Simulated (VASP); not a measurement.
A run of VASP 6.6.1 is set up as follows.

The input INCAR:

```
PREC = Accurate ; ENCUT = 520
EDIFF = 1E-6 ; ISMEAR = -1
SIGMA = 0.02 ; LREAL = False
LASPH = True ; NELM = 100
ALGO = Normal ; ISIF = 2
LWAVE = False ; LCHARG = False
GGA = CA ; NBANDS = 15
```

KPOINTS

```
Automatic mesh
0
Gamma
  9 9 8
```

Contents of POSCAR:

```
TaN
1.0
    2.9380000000      0.0000000000      0.0000000000
   -1.4690000000      2.5443826363      0.0000000000
    0.0000000000      0.0000000000      2.8830000000
Ta N
1 1
Direct
    0.3333333155      0.6666666310      0.5000000000
    0.0000000000      0.0000000000      0.0000000000
```

Potentials or basis: VASP PAW LDA potentials, release 64 (Ta_pv, N).

The run is started by

```bash
$ cat potpaw_LDA.64/Ta_pv/POTCAR potpaw_LDA.64/N/POTCAR > POTCAR
$ mpirun -np 1 vasp_std > vasp.out
```

Task: Estimate the pressure.

Result: -9.8 GPa.

Task: What does it give for the band gap on the k mesh?

Result: Zero (band 8 reaches 8.25 eV, above the bottom of band 9 at 7.99 eV).

Stress tensor (GPa, compression positive):
```
 -9.48   0.00   0.00
  0.00  -9.48   0.00
  0.00   0.00 -10.47
```

Caveat: spin-orbit coupling is left out, which moves the levels of the heavy elements.
